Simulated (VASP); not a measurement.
Set up this calculation in VASP 6.6.1, as the native input.

```
Task                   : single point
Functional             : PBE
Potentials or basis    : VASP PAW PBE potentials, release 64 (Ag)
Cutoff                 : 520 eV
k mesh                 : 45 × 45 × 45
Occupations            : fermi-dirac, width 0.0612256 eV
Spin                   : no spin polarisation
Dipole correction      : no
Further INCAR settings : ALGO = Normal; EDIFF = 1e-06; NBANDS = 12
```

The structure of Ag lies in POSCAR:

```
Ag
1.0
    0.0000000000      2.0599566960      2.0599566960
    2.0599566960      0.0000000000      2.0599566960
    2.0599566960      2.0599566960      0.0000000000
Ag
1
Direct
    0.0000000000      0.0000000000      0.0000000000
```

The input as run:

INCAR

```
PREC = Accurate
ENCUT = 520
EDIFF = 1E-6
ISMEAR = -1
SIGMA = 0.06122561905347299
LREAL = False
LASPH = True
NELM = 60
ALGO = Normal
ISIF = 2
LWAVE = False
LCHARG = True
GGA = PE
LELF = True
LVHAR = True
NBANDS = 12
```

KPOINTS

```
Automatic mesh
0
Gamma
  45 45 45
```

Potentials or basis: VASP PAW PBE potentials, release 64 (Ag).

Launch:

```sh
$ cat potpaw_PBE.64/Ag/POTCAR > POTCAR
$ mpirun -np 1 vasp_std > vasp.out
```

It gave:

* Pressure: 1.8 GPa

Wall time 4.3 min on 1 thread of Intel(R) Xeon(R) Platinum 8488C (Sapphire Rapids) (shared host), peak memory 0.55 GiB.
